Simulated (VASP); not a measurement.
# Al16H2O in VASP: notebook

The runs below take Al16H2O through single point, with PBE+D3(BJ).

Everything below comes from runs of VASP 6.6.1. Logs are shortened: lines on timing, memory, paths and dates and some standing lists are left out, and cuts for length are marked.

## 1. The cell of the first run

The cell holds a slab with vacuum, 19 atoms: a = 5.728 Å, b = 5.728 Å, c = 19.075 Å, α = 90.00°, β = 90.00°, γ = 90.00°.

## 2. Single point, PBE+D3(BJ)

INCAR reads:

```
PREC     = Accurate       # precision mode
ENCUT    = 520            # plane-wave cutoff, eV
EDIFF    = 1E-6           # SCF threshold, eV
ISMEAR   = -1             # smearing method
SIGMA    = 0.15           # smearing width, eV
LREAL    = Auto         
LASPH    = T              # aspherical terms in the spheres
NELM     = 100            # most SCF steps
ALGO     = Normal         # electronic algorithm
ISIF     = 2              # what is computed and relaxed
LWAVE    = F              # write WAVECAR
LCHARG   = F              # write CHGCAR
GGA      = PE             # functional
IVDW     = 12             # dispersion correction
NBANDS   = 43             # bands
```

KPOINTS reads:

```
Automatic mesh
0
Gamma
  3 3 1
```

POSCAR reads:

```
Al16H2O
1.0
    5.7275650000      0.0000000000      0.0000000000
    0.0000000000      5.7275650000      0.0000000000
    0.0000000000      0.0000000000     19.0750000000
Al O H
16 1 2
Direct
    0.2500000000      0.2500000000      0.0524246000
    0.7500000000      0.2500000000      0.0524246000
    0.2500000000      0.7500000000      0.0524246000
    0.7500000000      0.7500000000      0.0524246000
   -0.0002141056      0.0001555868      0.1564798524
    0.4993177340      0.0020097531      0.1547551963
   -0.0000456454      0.4981874560      0.1550027433
    0.4994805145      0.4987429932      0.1552576672
    0.2497510898      0.2516316407      0.2639508382
    0.7481122003      0.2519839888      0.2635310766
    0.2518722527      0.7505369000      0.2615866096
    0.7461991321      0.7497444825      0.2612449826
   -0.0016802396     -0.0014708330      0.3659951910
    0.5008660832     -0.0019208009      0.3634050250
   -0.0017715172      0.5140311019      0.3616729497
    0.4994138239      0.4979605830      0.3673738923
    1.0094637849      0.0668900704      0.4738751769
    1.1658525558      0.1362218523      0.4799759241
    0.8992183858      0.1978407884      0.4795757512
```

Potentials or basis: VASP PAW PBE potentials, release 64 (Al, O, H).

On the command line:

```console
$ cat potpaw_PBE.64/Al/POTCAR potpaw_PBE.64/O/POTCAR potpaw_PBE.64/H/POTCAR > POTCAR
$ mpirun -np 1 vasp_std > vasp.out
```

OUTCAR:

```text
PREC = Accurate
   ENCUT = 520
   EDIFF = 1E-6
   ISMEAR = -1
   LREAL = Auto
   LASPH = T
   NELM = 100
   ISIF = 2
   GGA = PE
   IVDW = 12
 IVDW          = 12

 ion  position               nearest neighbor table
   1  0.250  0.250  0.052-   6 2.80   7 2.81   8 2.81   5 2.84   2 2.86   3 2.86   3 2.86   2 2.86

   2  0.750  0.250  0.052-   6 2.81   7 2.81   8 2.82   5 2.83   1 2.86   4 2.86   4 2.86   1 2.86

   3  0.250  0.750  0.052-   6 2.82   7 2.82   8 2.82   5 2.84   1 2.86   4 2.86   1 2.86   4 2.86
[... 23 lines left out ...]
  15  0.998  0.514  0.362-  12 2.75  11 2.76  13 2.78   9 2.79  10 2.79  16 2.86  16 2.87  13 2.95

  16  0.499  0.498  0.367-   9 2.82  10 2.82  11 2.86  12 2.86  15 2.86  14 2.86  14 2.87  15 2.87

  17  0.009  0.067  0.474-  19 0.99  18 0.99  13 2.10
  18  0.166  0.136  0.480-  17 0.99
  19  0.899  0.198  0.480-  17 0.99

  LATTYP: Found a simple tetragonal cell.
 ALAT       =     5.7275650000
 C/A-ratio  =     3.3303856002

  Lattice vectors:

 A1 = (   5.7275650000,   0.0000000000,   0.0000000000)
 A2 = (   0.0000000000,   5.7275650000,   0.0000000000)
 A3 = (   0.0000000000,   0.0000000000,  19.0750000000)

Analysis of symmetry for initial positions (statically):
=====================================================================
 Subroutine PRICEL returns:
 Original cell was already a primitive cell.

 Routine SETGRP: Setting up the symmetry group for a
 simple tetragonal supercell.

 Subroutine GETGRP returns: Found  1 space group operations
 (whereof  1 operations were pure point group operations)
 out of a pool of 16 trial point group operations.

The static configuration has the point symmetry C_1 .

Analysis of symmetry for dynamics (positions and initial velocities):
=====================================================================
 Subroutine PRICEL returns:
 Original cell was already a primitive cell.

 Routine SETGRP: Setting up the symmetry group for a
 simple tetragonal supercell.

 Subroutine GETGRP returns: Found  1 space group operations
 (whereof  1 operations were pure point group operations)
 out of a pool of 16 trial point group operations.

The dynamic configuration has the point symmetry C_1 .

 Subroutine INISYM returns: Found  1 space group operations
 (whereof  1 operations are pure point group operations),
 and found     1 'primitive' translations

----------------------------------------------------------------------------------------

                                     Primitive cell

  volume of cell :     625.7554

  direct lattice vectors                    reciprocal lattice vectors
     5.727565000  0.000000000  0.000000000     0.174594265  0.000000000  0.000000000
     0.000000000  5.727565000  0.000000000     0.000000000  0.174594265  0.000000000
     0.000000000  0.000000000 19.075000000     0.000000000  0.000000000  0.052424640

  length of vectors
     5.727565000  5.727565000 19.075000000     0.174594265  0.174594265  0.052424640

  position of ions in fractional coordinates (direct lattice)
     0.250000000  0.250000000  0.052424600
     0.750000000  0.250000000  0.052424600
     0.250000000  0.750000000  0.052424600
     0.750000000  0.750000000  0.052424600
     0.999785894  0.000155587  0.156479852
     0.499317734  0.002009753  0.154755196
[... 11 lines left out ...]
     0.165852556  0.136221852  0.479975924
     0.899218386  0.197840788  0.479575751

  ion indices of the primitive-cell ions
   primitive index   ion index
                 1           1
                 2           2
                 3           3
                 4           4
                 5           5
                 6           6
[... 11 lines left out ...]
                18          18
                19          19

----------------------------------------------------------------------------------------

 KPOINTS: Automatic mesh

Automatic generation of k-mesh.
 Grid dimensions read from file:
 generate k-points for:    3    3    1

 Generating k-lattice:

  Cartesian coordinates                     Fractional coordinates (reciprocal lattice)
     0.058198088  0.000000000  0.000000000     0.333333333  0.000000000  0.000000000
     0.000000000  0.058198088  0.000000000     0.000000000  0.333333333  0.000000000
     0.000000000  0.000000000  0.052424640     0.000000000  0.000000000  1.000000000

  Length of vectors
     0.058198088  0.058198088  0.052424640

  Shift w.r.t. Gamma in fractional coordinates (k-lattice)
     0.000000000  0.000000000  0.000000000

 Subroutine IBZKPT returns following result:
 ===========================================

 Found      5 irreducible k-points:

 Following reciprocal coordinates:
            Coordinates               Weight
  0.000000  0.000000  0.000000      1.000000
  0.333333  0.000000  0.000000      2.000000
  0.000000  0.333333  0.000000      2.000000
  0.333333  0.333333  0.000000      2.000000
 -0.333333  0.333333  0.000000      2.000000
   k-points           NKPTS =      5   k-points in BZ     NKDIM =      5   number of bands    NBANDS=     43
   number of dos      NEDOS =    301   number of ions     NIONS =     19
   total plane-waves  NPLWV = 331776
   dimension x,y,z NGX =    48 NGY =   48 NGZ =  144
   dimension x,y,z NGXF=    96 NGYF=   96 NGZF=  288
   ions per type =              16   1   2
   NGX,Y,Z   is equivalent  to a cutoff of  13.93, 13.93, 12.55 a.u.
   NGXF,Y,Z  is equivalent  to a cutoff of  27.86, 27.86, 25.10 a.u.
 SYSTEM =  unknown system
   PREC   = accura    normal or accurate (medium, high low for compatibility)
   ISTART =      0    job   : 0-new  1-cont  2-samecut
   ICHARG =      2    charge: 1-file 2-atom 10-const
   ISPIN  =      1    spin polarized calculation?
   LNONCOLLINEAR =      F non collinear calculations
   LSORBIT =      F    spin-orbit coupling
   LASPH  =      T    aspherical Exc in radial PAW
   ENCUT  =  520.0 eV  38.22 Ry    6.18 a.u.  10.65 10.65 35.47*2*pi/ulx,y,z
   NELM   =    100;   NELMIN=  2; NELMDL= -5     # of ELM steps
   EDIFF  = 0.1E-05   stopping-criterion for ELM
   LREAL  =      T    real-space projection
   EDIFFG = 0.1E-04   stopping-criterion for IOM
   NSW    =      0    number of steps for IOM
   IBRION =     -1    ionic relax: 0-MD 1-quasi-New 2-CG
   NFREE  =      0    steps in history (QN), initial steepest desc. (CG)
   ISIF   =      2    stress and relaxation
   ISYM   =      2    0-nonsym 1-usesym 2-fastsym
   POTIM  = 0.5000    time-step for ionic-motion
   TEBEG  =    0.0;   TEEND  =   0.0 temperature during run
   PSTRESS=    0.0 pullay stress
   NELECT =      56.0000    total number of electrons
   NUPDOWN=      -1.0000    fix difference up-down
   EMIN   =  10.00;   EMAX   =-10.00  energy-range for DOS
   EFERMI =   0.00;   METHOD = LEGACY
   ISMEAR =    -1;   SIGMA  =   0.15  broadening in eV -4-tet -1-fermi 0-gaus
   EFERMI_NEDOS =   21; number of points for ismear=-14 and -15
   IALGO  =     38    algorithm
   IMIX   =      4    mixing-type and parameters
     AMIX     =   0.40;   BMIX     =  1.00
     AMIX_MAG =   1.60;   BMIX_MAG =  1.00
  volume/ion in A,a.u.               =      32.93       222.25
  Fermi-wavevector in a.u.,A,eV,Ry     =   0.732267  1.383783  7.295642  0.536215
  Thomas-Fermi vector in A             =   1.824688
   LORBIT       =      0    0 simple, 1 ext, 2 COOP (PROOUT), +10 PAW based schemes
   GGA     = PE    functional components
   LHFCALC =     F    Hartree Fock is set to
   AEXX    =    0.0000 exact exchange contribution
   IVDW    =    12    specifies the selected vdW correction
   LEPSILON=     F    determine dielectric tensor
   LRPA    =     F    only Hartree local field effects (RPA)
 non-spin polarized calculation
  energy-cutoff  :      520.00
  volume of cell :      625.76
 maximum number of plane-waves:     16899
 NGX is ok and might be reduce to    42
   NGX = 21   NGY = 21   NGZ = 71

 number of electron      56.0000001 magnetization

 Free energy of the ion-electron system (eV)
  ---------------------------------------------------
  ext. energy  EPLUGINS =         0.00000000
  ---------------------------------------------------
  free energy    TOTEN  =       -71.06493914 eV

  energy without entropy =      -70.60933329  energy(sigma->0) =      -70.83713621

 E-fermi :   1.4933     XC(G=0):  -5.5945

 val. band max:        1.4825999274   @ k =   0.0000   0.0000   0.0000
 cond. band min:       1.5066168329   @ k =   0.0000   0.0000   0.0000
 fundamental gap:      0.0240169055
 Fermi energy:         1.4932842881

 k-point     1 :       0.0000    0.0000    0.0000
  band No.  band energies     occupation
      1     -22.0505      2.00000
      2      -9.6696      2.00000
      3      -9.2975      2.00000
      4      -7.9878      2.00000
      5      -6.7941      2.00000
      6      -5.7204      2.00000
[... 32 lines left out ...]
     39       3.7232      0.00000
     40       3.8067      0.00000

 k-point     2 :       0.3333    0.0000    0.0000
  band No.  band energies     occupation
      1     -22.0502      2.00000
      2      -9.6866      2.00000
      3      -8.7979      2.00000
      4      -7.5198      2.00000
      5      -7.3121      2.00000
      6      -6.7588      2.00000
[... 32 lines left out ...]
     39       4.1532      0.00000
     40       4.1929      0.00000

 k-point     3 :       0.0000    0.3333    0.0000
  band No.  band energies     occupation
      1     -22.0503      2.00000
      2      -9.6695      2.00000
      3      -8.8004      2.00000
      4      -7.5279      2.00000
      5      -7.3227      2.00000
      6      -6.7722      2.00000
[... 32 lines left out ...]
     39       4.1466      0.00000
     40       4.2011      0.00000

 k-point     4 :       0.3333    0.3333    0.0000
  band No.  band energies     occupation
      1     -22.0500      2.00000
      2      -9.6844      2.00000
      3      -8.3052      2.00000
      4      -7.1383      2.00000
      5      -6.8512      2.00000
      6      -6.8178      2.00000
[... 32 lines left out ...]
     39       4.1844      0.00000
     40       4.6054      0.00000

 k-point     5 :      -0.3333    0.3333    0.0000
  band No.  band energies     occupation
      1     -22.0500      2.00000
      2      -9.6851      2.00000
      3      -8.3033      2.00000
      4      -7.1337      2.00000
      5      -6.8556      2.00000
      6      -6.8221      2.00000
[... 32 lines left out ...]
     39       4.1860      0.00000
     40       4.5843      0.00000
 [bands above 40 left out]

------------------------ aborting loop because EDIFF is reached ----------------------------------------

 Edisp (eV)   -4.05412

 E8    (eV) :    -1.8554

  FORCE on cell =-STRESS in cart. coord.  units (eV):
  Direction    XX          YY          ZZ          XY          YZ          ZX
  --------------------------------------------------------------------------------------
  -------------------------------------------------------------------------------------
  Total      -8.12626    -7.75471    -0.21125    -0.02035     0.02971     0.04575
  in kB     -20.80639   -19.85507    -0.54089    -0.05210     0.07608     0.11715
  external pressure =      -13.73 kB  Pullay stress =        0.00 kB

 VOLUME and BASIS-vectors are now :
 -----------------------------------------------------------------------------
  energy-cutoff  :      520.00
  volume of cell :      625.76
      direct lattice vectors                 reciprocal lattice vectors
     5.727565000  0.000000000  0.000000000     0.174594265  0.000000000  0.000000000
     0.000000000  5.727565000  0.000000000     0.000000000  0.174594265  0.000000000
     0.000000000  0.000000000 19.075000000     0.000000000  0.000000000  0.052424640

 POSITION                                       TOTAL-FORCE (eV/Angst)
 -----------------------------------------------------------------------------------
      1.43189      1.43189      1.00000        -0.077806     -0.048721     -0.028152
      4.29567      1.43189      1.00000         0.074436     -0.049660     -0.019945
      1.43189      4.29567      1.00000        -0.056200      0.046501      0.024283
      4.29567      4.29567      1.00000         0.052760      0.047859      0.029942
      5.72634      0.00089      2.98485         0.000582     -0.000899      0.001793
      2.85987      0.01151      2.95196         0.000856     -0.002125      0.002185
[... 11 lines left out ...]
      0.94993      0.78022      9.15554         0.091264      0.007351      0.014965
      5.15033      1.13315      9.14791        -0.077767      0.048824      0.015718
 -----------------------------------------------------------------------------------
    total drift:                                0.006261      0.006117      0.002712

  FREE ENERGIE OF THE ION-ELECTRON SYSTEM (eV)
  ---------------------------------------------------
  free  energy   TOTEN  =       -75.1190567475 eV

  energy  without entropy=      -74.6634508943  energy(sigma->0) =      -74.89125382
```

Run time: 4.9 min. Hardware: 1 thread of Intel Xeon 6975P-C, shared host; peak memory 0.68 GiB.

What came out:

| Item | Value |
| --- | --- |
| Free energy | -75.1191 eV |
| Largest force | 0.096 eV/Å |
| Dispersion energy per atom | -0.213 eV |

Forces on the atoms (eV/Å):
```
Al  -0.078 -0.049 -0.028
Al   0.074 -0.050 -0.020
Al  -0.056  0.047  0.024
Al   0.053  0.048  0.030
Al   0.001 -0.001  0.002
Al   0.001 -0.002  0.002
Al  -0.001  0.002  0.003
Al   0.001  0.003  0.000
Al  -0.001 -0.001  0.001
Al   0.003  0.000 -0.003
Al  -0.002  0.000 -0.001
Al   0.006  0.000 -0.003
Al   0.001 -0.002  0.007
Al  -0.004  0.004  0.000
Al  -0.002 -0.001 -0.001
Al   0.002  0.001 -0.003
O   -0.010 -0.053 -0.042
H    0.091  0.007  0.015
H   -0.078  0.049  0.016
```

Caveat: the k points lie up to 0.37 Å⁻¹ apart.

## 3. Single point, PBE+D3(BJ)

INCAR reads:

```
SYSTEM = Al16H2O
PREC = Accurate
ENCUT = 520
EDIFF = 1E-6
ISMEAR = -1
SIGMA = 0.15
LREAL = Auto
LASPH = .True.
NELM = 60
ALGO = Normal
ISIF = 2
LWAVE = .False.
LCHARG = .False.
GGA = PE
IVDW = 12
NBANDS = 43
```

KPOINTS reads:

```
Automatic mesh
0
Gamma
  3 3 1
  0 0 0
```

POSCAR reads:

```
Al16H2O
1.0
    5.7275650000      0.0000000000      0.0000000000
    0.0000000000      5.7275650000      0.0000000000
    0.0000000000      0.0000000000     19.0750000000
Al O H
16 1 2
Direct
    0.2499999564      0.2499999564      0.0524245872
    0.7500000436      0.2499999564      0.0524245872
    0.2499999564      0.7500000436      0.0524245872
    0.7500000436      0.7500000436      0.0524245872
   -0.0002140526      0.0001555635      0.1564798427
    0.4993177729      0.0020097546      0.1547551769
   -0.0000455691      0.4981874496      0.1550027261
    0.4994804948      0.4987430086      0.1552576671
    0.2497511595      0.2516317143      0.2639508257
    0.7481121559      0.2519840456      0.2635310616
    0.2518723052      0.7505369210      0.2615866317
    0.7461991265      0.7497444376      0.2612449803
   -0.0016802952     -0.0014707821      0.3659951769
    0.5008660749     -0.0019208861      0.3634050328
   -0.0017714334      0.5140311808      0.3616729751
    0.4994137998      0.4979606517      0.3673738925
    1.0094637075      0.0668900309      0.4738751769
    1.1658525045      0.1362219372      0.4799759371
    0.8992184288      0.1978407927      0.4795757274
```

Potentials or basis: VASP PAW PBE potentials, release 64 (Al, O, H).

On the command line:

```console
$ cat potpaw_PBE.64/Al/POTCAR potpaw_PBE.64/O/POTCAR potpaw_PBE.64/H/POTCAR > POTCAR
$ mpirun -np 1 vasp_std > vasp.out
```

Wall time 5 min (1 thread of Intel Xeon 6975P-C, shared host); peak memory 0.68 GiB.

It converged, with:

* Free energy: -75.1191 eV
* Largest force: 0.096 eV/Å
* Dispersion energy per atom: -0.213 eV

Forces on the atoms (eV/Å):
```
Al  -0.078 -0.049 -0.028
Al   0.074 -0.050 -0.020
Al  -0.056  0.046  0.024
Al   0.053  0.048  0.030
Al   0.001 -0.001  0.002
Al   0.001 -0.002  0.002
Al  -0.001  0.002  0.003
Al   0.001  0.003  0.000
Al  -0.001 -0.001  0.001
Al   0.003  0.000 -0.003
Al  -0.002  0.000 -0.001
Al   0.006  0.000 -0.003
Al   0.001 -0.002  0.007
Al  -0.004  0.004  0.000
Al  -0.002 -0.001 -0.001
Al   0.002  0.001 -0.003
O   -0.010 -0.053 -0.042
H    0.091  0.007  0.015
H   -0.078  0.049  0.016
```

Levels at points of the mesh, in eV from the Fermi level:
```csv
k point,band 24,band 25,band 26,band 27,band 28,band 29,band 30,band 31,band 32,band 33
"(0.00, 0.00, 0.00)",-1.43,-1.42,-1.31,-1.30,-0.14,-0.01,0.01,0.06,0.09,0.39
```

Caveat: the k points lie up to 0.37 Å⁻¹ apart.
